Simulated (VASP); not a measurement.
Input of a VASP 6.6.1 run:

File INCAR:

```
SYSTEM = FeO
PREC = Accurate
ENCUT = 600
EDIFF = 1E-6
ISMEAR = 0
SIGMA = 0.15
LREAL = .FALSE.
LASPH = .TRUE.
NELM = 200
ALGO = Normal
ISIF = 2
LWAVE = .FALSE.
LCHARG = .FALSE.
ISPIN = 2
MAGMOM = 3.79 0.35
LORBIT = 11
LMAXMIX = 4
GGA = PE
NBANDS = 18
GGA_COMPAT = .FALSE.
```

KPOINTS

```
Automatic mesh
0
G
  20 20 20
  0 0 0
```

The input POSCAR:

```
FeO
1.0
    0.0000000000      2.0691840000      2.1554000000
    2.0691840000      0.0000000000      2.1554000000
    2.0691840000      2.0691840000      0.0000000000
Fe O
1 1
Direct
    0.0000000000      0.0000000000      0.0000000000
    0.5000000000      0.5000000000      0.5000000000
```

Potentials or basis: VASP PAW PBE potentials, release 64 (Fe, O).

Command:

```console
$ cat potpaw_PBE.64/Fe/POTCAR potpaw_PBE.64/O/POTCAR > POTCAR
$ mpirun -np 1 vasp_std > vasp.out
```

Problem. Estimate the pressure.

Solution. 17.7 GPa.

Problem. What does it give for the net moment?

Solution. 3.94 μB per cell.

Problem. What does it give for the site moments?

Solution. Fe +3.56; O +0.30 μB.

Stress tensor (GPa, compression positive):
```
20.17  0.00  0.00
 0.00 20.17  0.00
 0.00  0.00 12.88
```

Caveat: the cell differs from its parent crystal (strain -0.040 along x and y, +0.000 along z); the stress differs along the axes, from 13 to 20 GPa; a cell with one magnetic atom can't hold antiferromagnetic order, which such compounds often take.
